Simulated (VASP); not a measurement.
Ce, 1 atom in the cell. The structure is tetragonal, space group I4/mmm (No. 139). The conventional cell has a = 3.650 Å, b = 3.650 Å, c = 5.239 Å, α = 90.00°, β = 90.00°, γ = 90.00°. Within 4.8 Å of Ce (site symmetry 4/mmm) lie 12 Ce at 3.65 to 3.68 Å.  This cell differs from its parent crystal: cell strained by +1.5% along z.

* Program: VASP 6.6.1
* Task: single point
* Functional: RPBE
* Potentials or basis: VASP PAW PBE potentials, release 64 (Ce)
* Cutoff: 720 eV
* k mesh: 17 × 17 × 17
* Occupations: methfessel-paxton, width 0.05 eV
* Spin: collinear spin, ferromagnetic start
* Starting moments: [1.0] μB
* Tolerance level: tight
* Purpose: all
* Further INCAR settings: ALGO = Normal; EDIFF = 1e-08; NBANDS = 26

Potentials or basis: VASP PAW PBE potentials, release 64 (Ce).

The run is started by

```console
$ cat potpaw_PBE.64/Ce/POTCAR > POTCAR
$ mpirun -np 4 vasp_std > vasp.out
```

Hardware: 4 MPI ranks on Intel(R) Xeon(R) Platinum 8375C CPU @ 2.90GHz (Ice Lake) (shared host).

How long does it take, and how much memory?

Run time: 10 min on 4 MPI ranks on Intel(R) Xeon(R) Platinum 8375C CPU @ 2.90GHz (Ice Lake), on a shared host, peak memory 0.88 GiB a rank. Counts: scf iterations 23, k points 405.
